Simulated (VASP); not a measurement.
# Ga (I4/mmm) in VASP: settings compared, part 2 of 3

VASP 6.6.1. The steps go on from the part before.

## Step 4: Relaxation of cell and atoms, revPBE+D3(BJ)

This run uses another cell than the first one, of 17.72 Å³/atom, 0.821 times its volume.

Contents of INCAR:

```
PREC     = Accurate       # precision mode
ENCUT    = 600            # plane-wave cutoff, eV
EDIFF    = 1E-6           # SCF threshold, eV
ISMEAR   = -1             # smearing method
SIGMA    = 0.05           # smearing width, eV
LREAL    = F              # projectors in reciprocal space
LASPH    = T              # aspherical terms in the spheres
NELM     = 60             # most SCF steps
ALGO     = Normal         # electronic algorithm
ISIF     = 3              # what is computed and relaxed
LWAVE    = F              # write WAVECAR
LCHARG   = F              # write CHGCAR
GGA      = RE             # functional
IVDW     = 12             # dispersion correction
IBRION   = 2              # ionic algorithm
NSW      = 60             # ionic steps
EDIFFG   = -0.01          # ionic threshold
```

Contents of KPOINTS:

```
regular mesh
0
Gamma
  13 13 13
```

Contents of POSCAR:

```
Ga
1.0
   -1.3843987196      1.3843987196      2.3112238365
    1.3843987196     -1.3843987196      2.3112238365
    1.3843987196      1.3843987196     -2.3112238365
Ga
1
Direct
    0.0000000000      0.0000000000      0.0000000000
```

Potentials or basis: VASP PAW PBE potentials, release 64 (Ga_d).

Started as:

```
$ cat potpaw_PBE.64/Ga_d/POTCAR > POTCAR
$ mpirun -np 1 vasp_std > vasp.out
```

OUTCAR:

```text
PREC = Accurate
   ENCUT = 600
   EDIFF = 1E-6
   ISMEAR = -1
   LREAL = F
   LASPH = T
   NELM = 60
   ISIF = 3
   GGA = RE
   IVDW = 12
   IBRION = 2
   NSW = 60
   EDIFFG = -0.01
 IVDW          = 12

 ion  position               nearest neighbor table
   1  0.000  0.000  0.000-

  LATTYP: Found a body centered tetragonal cell.
 ALAT       =     2.7687974392
 C/A-ratio  =     1.6694784557

  Lattice vectors:

 A1 = (  -1.3843987196,   1.3843987196,   2.3112238365)
 A2 = (   1.3843987196,  -1.3843987196,   2.3112238365)
 A3 = (   1.3843987196,   1.3843987196,  -2.3112238365)

Analysis of symmetry for initial positions (statically):
=====================================================================
 Subroutine PRICEL returns:
 Original cell was already a primitive cell.

 Routine SETGRP: Setting up the symmetry group for a
 body centered tetragonal supercell.

 Subroutine GETGRP returns: Found 16 space group operations
 (whereof 16 operations were pure point group operations)
 out of a pool of 16 trial point group operations.

The static configuration has the point symmetry D_4h.

Analysis of symmetry for dynamics (positions and initial velocities):
=====================================================================
 Subroutine PRICEL returns:
 Original cell was already a primitive cell.

 Routine SETGRP: Setting up the symmetry group for a
 body centered tetragonal supercell.

 Subroutine GETGRP returns: Found 16 space group operations
 (whereof 16 operations were pure point group operations)
 out of a pool of 16 trial point group operations.

The dynamic configuration has the point symmetry D_4h.

 Subroutine INISYM returns: Found 16 space group operations
 (whereof 16 operations are pure point group operations),
 and found     1 'primitive' translations

----------------------------------------------------------------------------------------

                                     Primitive cell

  volume of cell :      17.7184

  direct lattice vectors                    reciprocal lattice vectors
    -1.384398720  1.384398720  2.311223836     0.000000000  0.361167627  0.216335602
     1.384398720 -1.384398720  2.311223836     0.361167627  0.000000000  0.216335602
[... 111 lines left out ...]
   IVDW    =    12    specifies the selected vdW correction
   LEPSILON=     F    determine dielectric tensor
   LRPA    =     F    only Hartree local field effects (RPA)
 conjugate gradient relaxation of ions
 non-spin polarized calculation
  energy-cutoff  :      600.00
  volume of cell :       17.72
 maximum number of plane-waves:       622
   NGX = 13   NGY = 13   NGZ = 13

--------------------------------------- Ionic step        1  -------------------------------------------

 number of electron      12.9999997 magnetization

 Free energy of the ion-electron system (eV)
  ---------------------------------------------------
  ext. energy  EPLUGINS =         0.00000000
  ---------------------------------------------------
  free energy    TOTEN  =        -2.57163719 eV

  energy without entropy =       -2.56884185  energy(sigma->0) =       -2.57023952

------------------------ aborting loop because EDIFF is reached ----------------------------------------

 Edisp (eV)   -0.60603

 E8    (eV) :    -0.4370
[... 102 lines left out ...]
  FREE ENERGIE OF THE ION-ELECTRON SYSTEM (eV)
  ---------------------------------------------------
  free  energy   TOTEN  =        -3.1783459858 eV

  energy  without entropy=       -3.1755167298  energy(sigma->0) =       -3.17693136

[... ionic steps 4 to 13 ...]

--------------------------------------- Ionic step       14  -------------------------------------------

 number of electron      12.9999993 magnetization

------------------------ aborting loop because EDIFF is reached ----------------------------------------
[... 73 lines left out ...]
--------------------------------------- Ionic step       16  -------------------------------------------

 number of electron      12.9999993 magnetization

 Free energy of the ion-electron system (eV)
  ---------------------------------------------------
  ext. energy  EPLUGINS =         0.00000000
  ---------------------------------------------------
  free energy    TOTEN  =        -2.56952422 eV

  energy without entropy =       -2.56650967  energy(sigma->0) =       -2.56801695

 E-fermi :   6.2751     XC(G=0): -11.2671

 val. band max:        6.2539436251   @ k =   0.3846   0.2308   0.1538
 cond. band min:       6.3325600387   @ k =  -0.3846   0.3846   0.2308
 fundamental gap:      0.0786164136
 Fermi energy:         6.2751242132

 k-point     1 :       0.0000    0.0000    0.0000
  band No.  band energies     occupation
      1      -8.7545      2.00000
      2      -8.6389      2.00000
      3      -8.6389      2.00000
      4      -8.6032      2.00000
      5      -8.4777      2.00000
      6      -5.2664      2.00000
      7      19.3636      0.00000
      8      19.3636      0.00000
      9      19.4514      0.00000
     10      22.6566      0.00000
[... 287 lines left out ...]
 k-point    24 :       0.4615    0.1538   -0.0000
  band No.  band energies     occupation
      1      -8.7495      2.00000
      2      -8.6744      2.00000
      3      -8.6250      2.00000
      4      -8.4920      2.00000
      5      -8.4071      2.00000
      6       1.8580      2.00000
      7       2.6982      2.00000
      8      13.3253      0.00000
      9      14.3303      0.00000
     10      18.1119      0.00000

 [... further k-points ...]

------------------------ aborting loop because EDIFF is reached ----------------------------------------

 Edisp (eV)   -0.61035

 E8    (eV) :    -0.4402
[... 24 lines left out ...]
  FREE ENERGIE OF THE ION-ELECTRON SYSTEM (eV)
  ---------------------------------------------------
  free  energy   TOTEN  =        -3.1798720795 eV

  energy  without entropy=       -3.1768575327  energy(sigma->0) =       -3.17836481

 reached required accuracy - stopping structural energy minimisation
```

OSZICAR:

```text
N       E                     dE             d eps       ncg     rms          rms(c)
DAV:   1     0.384004125306E+02    0.38400E+02   -0.76167E+03  4048   0.253E+03
DAV:   2    -0.124304091306E+01   -0.39643E+02   -0.38690E+02  4064   0.258E+02
DAV:   3    -0.258775454790E+01   -0.13447E+01   -0.13410E+01  4540   0.434E+01
DAV:   4    -0.259918689735E+01   -0.11432E-01   -0.11429E-01  4538   0.418E+00
[... 109 lines left out ...]
       N       E                     dE             d eps       ncg     rms          rms(c)
DAV:   1    -0.256956600004E+01    0.29811E-03   -0.55299E-04  4408   0.501E-01    0.377E-02
DAV:   2    -0.256953282991E+01    0.33170E-04   -0.61827E-05  4544   0.178E-01    0.172E-02
DAV:   3    -0.256952507767E+01    0.77522E-05   -0.90445E-06  4006   0.641E-02    0.397E-03
DAV:   4    -0.256952422020E+01    0.85747E-06   -0.81880E-07  2220   0.201E-02
  16 F= -.31798721E+01 E0= -.31783648E+01  d E =-.319616E-04
```

Run time: 98 s. Hardware: 1 thread of Intel Xeon 6975P-C (Granite Rapids), shared host; peak memory 0.19 GiB.

Results:

```
Free energy                            : -3.1799 eV
Relaxed volume                         : 17.61 Å³/atom
Relaxed cell                           : a = 2.979 Å, b = 2.979 Å, c = 2.979 Å, α = 123.49°, β = 123.49°, γ = 84.05°
Space group after relaxing (to 0.05 Å) : I4/mmm (No. 139)
Energy gained by relaxing              : 2.2 meV/atom
Ionic steps                            : 16
Pressure after relaxing                : 0.0 GPa
Dispersion energy per atom             : -0.610 eV
```

The path:
| step | energy change (eV) | largest force (eV/Å) | pressure (GPa) | volume (Å³) |
| --- | --- | --- | --- | --- |
| 1 | 0.0000 | 0.0000 | -0.71 | 17.72 |
| 2 | -0.0007 | 0.0000 | 0.15 | 17.52 |
| 3 | -0.0007 | 0.0000 | 0.00 | 17.52 |
| 4 | -0.0009 | 0.0000 | -0.05 | 17.52 |
| 5 | -0.0013 | 0.0000 | -0.17 | 17.53 |
| 6 | -0.0018 | 0.0000 | -0.08 | 17.54 |
| 7 | 0.0006 | 0.0000 | 0.37 | 17.55 |
| 8 | -0.0019 | 0.0000 | -0.11 | 17.54 |
| 9 | -0.0020 | 0.0000 | 0.16 | 17.55 |
| 10 | -0.0021 | 0.0000 | 0.23 | 17.55 |
| 11 | -0.0022 | 0.0000 | 0.08 | 17.55 |
| 12 | -0.0022 | 0.0000 | 0.19 | 17.55 |
| 13 | -0.0020 | 0.0000 | -0.92 | 17.75 |
| 14 | -0.0022 | 0.0000 | 0.20 | 17.58 |
| 15 | -0.0022 | 0.0000 | -0.10 | 17.61 |
| 16 | -0.0022 | 0.0000 | -0.01 | 17.61 |

Final structure:
```
Ga
1.0
    -1.41022    1.41022    2.21314
     1.41022   -1.41022    2.21314
     1.41022    1.41022   -2.21314
Ga
1
Direct
  0.00000 0.00000 0.00000
```

Caveat: the PAW data sets were made with another functional, which shifts forces and pressure a little; pairwise dispersion overbinds metals, which lowers pressure and volume.

## Step 5: Relaxation of cell and atoms, revPBE+D4

This run uses another cell than the first one, of 17.72 Å³/atom, 0.821 times its volume.

Contents of INCAR:

```
PREC = Accurate
ENCUT = 600
EDIFF = 1E-7
ISMEAR = -1
SIGMA = 0.05
LREAL = False
LASPH = True
NELM = 100
ALGO = Normal
ISIF = 3
LWAVE = False
LCHARG = False
GGA = RE
IVDW = 13
IBRION = 2
NSW = 60
EDIFFG = -0.01
```

KPOINTS is that of step 4.

POSCAR is that of step 4.

Started as:

```
$ cat potpaw_PBE.64/Ga_d/POTCAR > POTCAR
$ mpirun -np 1 vasp_std > vasp.out
```

Run time: 59 s. Hardware: 1 thread of Intel Xeon 6975P-C (Granite Rapids), shared host; peak memory 0.18 GiB.

Results (log left out):

```yaml
Free_energy: -3.3696 eV
Relaxed_volume: 17.10 Å³/atom
Relaxed_cell: a = 2.969 Å, b = 2.969 Å, c = 2.969 Å, α = 124.46°, β = 124.46°, γ = 82.43°
Space_group_after_relaxing_to_0.05_Å: I4/mmm (No. 139)
Energy_gained_by_relaxing: 5.2 meV/atom
Ionic_steps: 10
Pressure_after_relaxing: 0.0 GPa
Dispersion_energy_per_atom: -0.821 eV
```

Step by step:
```csv
step,energy change (eV),largest force (eV/Å),pressure (GPa),volume (Å³)
1,0.0000,0.0000,-1.95,17.72
2,-0.0037,0.0000,-0.07,17.17
3,-0.0038,0.0000,0.18,17.13
4,-0.0038,0.0000,0.05,17.14
5,-0.0041,0.0000,0.01,17.13
6,-0.0051,0.0000,-0.04,17.11
7,-0.0044,0.0000,0.58,17.05
8,-0.0051,0.0000,0.10,17.08
9,-0.0052,0.0000,0.05,17.09
10,-0.0052,0.0000,0.04,17.10
```

Final structure:
```cif
data_structure
_symmetry_space_group_name_H-M 'P 1'
_symmetry_Int_Tables_number 1
_cell_length_a 2.9692
_cell_length_b 2.9692
_cell_length_c 2.9692
_cell_angle_alpha 124.460
_cell_angle_beta 124.460
_cell_angle_gamma 82.434
_cell_volume 17.10
loop_
_atom_site_label
_atom_site_type_symbol
_atom_site_fract_x
_atom_site_fract_y
_atom_site_fract_z
_atom_site_occupancy
Ga1 Ga 0.00000 0.00000 0.00000 1
```

Levels at points of the mesh, in eV from the Fermi level:
```tsv
k point	band 2	band 3	band 4	band 5	band 6	band 7	band 8	band 9	band 10
(0.00, 0.00, 0.00)	-14.95	-14.95	-14.95	-14.78	-11.79	13.44	13.44	13.46	16.63
```

Caveat: the PAW data sets were made with another functional, which shifts forces and pressure a little; pairwise dispersion overbinds metals, which lowers pressure and volume.

(Continued in part 3 of 3.)
